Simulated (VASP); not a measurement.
Write the native input for VASP 6.6.1 that does the following.

```
Task                   : relaxation of shape and atoms at fixed volume
Functional             : PBE
Dispersion             : D3(BJ)
Potentials or basis    : VASP PAW PBE potentials, release 64 (Sn_d, Se)
Cutoff                 : 500 eV
k mesh                 : 12 × 12 × 6
Occupations            : gaussian, width 0.02 eV
Spin                   : no spin polarisation
Dipole correction      : no
Further INCAR settings : ALGO = Normal; EDIFF = 1e-07; IBRION = 2; EDIFFG = -0.01; NSW = 50; ISIF = 4
```

The structure of SnSe2 lies in POSCAR:

```
SnSe2
1.0
    3.8768296708      0.0000000000      0.0000000000
   -1.9384148354      3.3574329811      0.0000000000
    0.0000000000      0.0000000000      6.0705043836
Sn Se
1 2
Direct
    0.0000000000      0.0000000000      0.0000000000
    0.3333333333      0.6666666667      0.2651136450
    0.6666666667      0.3333333333      0.7348863550
```

These files were run (other wordings do the same):

INCAR

```
PREC = Accurate
ENCUT = 500
EDIFF = 1E-7
ISMEAR = 0
SIGMA = 0.02
LREAL = False
LASPH = True
NELM = 120
ALGO = Normal
ISIF = 4
LWAVE = False
LCHARG = False
GGA = PE
IVDW = 12
IBRION = 2
NSW = 50
EDIFFG = -0.01
GGA_COMPAT = False
NELMIN = 4
```

KPOINTS

```
regular mesh
0
Gamma
  12 12 6
```

Potentials or basis: VASP PAW PBE potentials, release 64 (Sn_d, Se).

Run with:

```console
$ cat potpaw_PBE.64/Sn_d/POTCAR potpaw_PBE.64/Se/POTCAR > POTCAR
$ mpirun -np 1 vasp_std > vasp.out
```

Results of the run:

| Property | Result |
| --- | --- |
| Energy gained by relaxing | 2.4 meV/atom |
| Ionic steps | 7 |
| Pressure after relaxing | -0.7 GPa |
| Largest force after relaxing | 0.008 eV/Å |
| Band gap on the k mesh | 0.48 eV (least direct gap 0.91 eV) |
| Dispersion energy per atom | -0.353 eV |

Caveat: semilocal functionals underestimate gaps, and a narrow one can read as zero; spin-orbit coupling is left out, which moves the levels of the heavy elements.

Run time: 5.6 min on 1 thread of AMD EPYC 9R14 (Zen 4) (shared host), peak memory 0.26 GiB.
